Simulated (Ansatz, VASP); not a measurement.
# Cu in VASP and in Ansatz

```xyz
6
Lattice="2.5665 0.0000 0.0000 -1.2833 2.2227 0.0000 0.0000 0.0000 26.4777" Properties=species:S:1:pos:R:3 pbc="T T T"
Cu    0.0000    0.7409    8.0000
Cu    0.0000    2.2227   10.0955
Cu    1.2833    1.4818   12.1911
Cu    0.0000    0.7409   14.2866
Cu    0.0000    2.2227   16.3822
Cu    1.2833    1.4818   18.4777
```

Alike in both runs: task single point; functional PBE; k mesh 15 × 15 × 1; occupations fermi-dirac, width 0.1 eV; no spin polarisation.

|  | VASP | Ansatz |
| --- | --- | --- |
| version | VASP 6.6.1 | Ansatz 0.2.0 |
| potentials or method | VASP PAW PBE potentials, release 64 (Cu) | PAW with Ansatz's default frozen-core files, scalar-relativistic |
| plane-wave cutoff (eV) | 520 | 420 |
| valence electrons in the cell | 66 | 114 |

VASP gave:

```
rms of the force components (eV/Å) : 0.025
```

Task: What did Ansatz give for the same quantities?

Result: rms of the force components (eV/Å): 0.029.

Atom by atom the forces differ by 0.006 eV/Å (rms over components). VASP's potentials hold 66 valence electrons a cell and Ansatz's 114, so a difference there can come from the potentials and not from the codes.
